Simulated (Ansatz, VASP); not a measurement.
## Two plane-wave programs on B

The input INCAR:

```
SYSTEM = B
PREC = Accurate
ENCUT = 600
EDIFF = 1E-6
ISMEAR = 0
SIGMA = 0.1
LREAL = .False.
LASPH = .True.
NELM = 60
ALGO = Normal
ISIF = 3
LWAVE = .False.
LCHARG = .False.
GGA = PE
IBRION = 2
NSW = 90
EDIFFG = -0.04
```

The input KPOINTS:

```
regular mesh
0
Gamma
  6 6 6
  0 0 0
```

Contents of POSCAR:

```
B
1.0
    0.0000000000      4.7026739300      2.3945332600
    3.1559253400      0.0000000000      2.3945332600
    3.1559253400      4.7026739300      0.0000000000
B
8
Direct
    0.9483071400      0.4371224200      0.9588506300
    0.4371224200      0.9483071400      0.6557198100
    0.2911493700      0.5942801900      0.3016928600
    0.5942801900      0.2911493700      0.8128775800
    0.8696188100      0.5648152200      0.7063989800
    0.5648152200      0.8696188100      0.8591669900
    0.5436010200      0.3908330100      0.3803811900
    0.3908330100      0.5436010200      0.6851847800
```

Input for Ansatz:

```yaml
crystal:
  lattice:
    - [0.0, 4.70267393, 2.39453326]
    - [3.15592534, 0.0, 2.39453326]
    - [3.15592534, 4.70267393, 0.0]
  atoms:
    - { symbol: B, position: [0.94830714, 0.43712242, 0.95885063] }
    - { symbol: B, position: [0.43712242, 0.94830714, 0.65571981] }
    - { symbol: B, position: [0.29114937, 0.59428019, 0.30169286] }
    - { symbol: B, position: [0.59428019, 0.29114937, 0.81287758] }
    - { symbol: B, position: [0.86961881, 0.56481522, 0.70639898] }
    - { symbol: B, position: [0.56481522, 0.86961881, 0.85916699] }
    - { symbol: B, position: [0.54360102, 0.39083301, 0.38038119] }
    - { symbol: B, position: [0.39083301, 0.54360102, 0.68518478] }
basis:
  ecutwfc: 420
kpoints:
  mp_grid: { grid: [6, 6, 6] }
hamiltonian:
  xc: pbe
scf:
  occupations: { method: gaussian, width: 0.1 }
  lower_state_search: "off"
output:
  forces: true
  stress: true
  eigenvalues: true
relax:
  adjacent_minimum: "off"
  f_tol: 0.04
  max_steps: 70
  cell: { stress_tol: 0.4 }
```

Alike in both runs: task relaxation of cell and atoms; functional PBE; k mesh 6 × 6 × 6; occupations gaussian, width 0.1 eV; no spin polarisation.

```csv
,VASP,Ansatz
version,VASP 6.6.1,Ansatz 0.2.0
potentials or method,"VASP PAW PBE potentials, release 64 (B), cutoff 600 eV","scalar-relativistic, plane waves, PAW"
valence electrons in the cell,24,24
```

VASP gave:

```
gap on the k mesh at the Fermi level, each at its own relaxed structure (eV) : none
relaxed volume (Å³/atom)                                                     : 7.59
relaxed cell length with the largest relative difference (Å)                 : 4.417
```

Question: What did Ansatz give for the same quantities?

Answer: gap on the k mesh at the Fermi level, each at its own relaxed structure (eV): none; relaxed volume (Å³/atom): 7.61; relaxed cell length with the largest relative difference (Å): 4.414.

A gap of «none» marks a metal or a gap that the smearing closes.
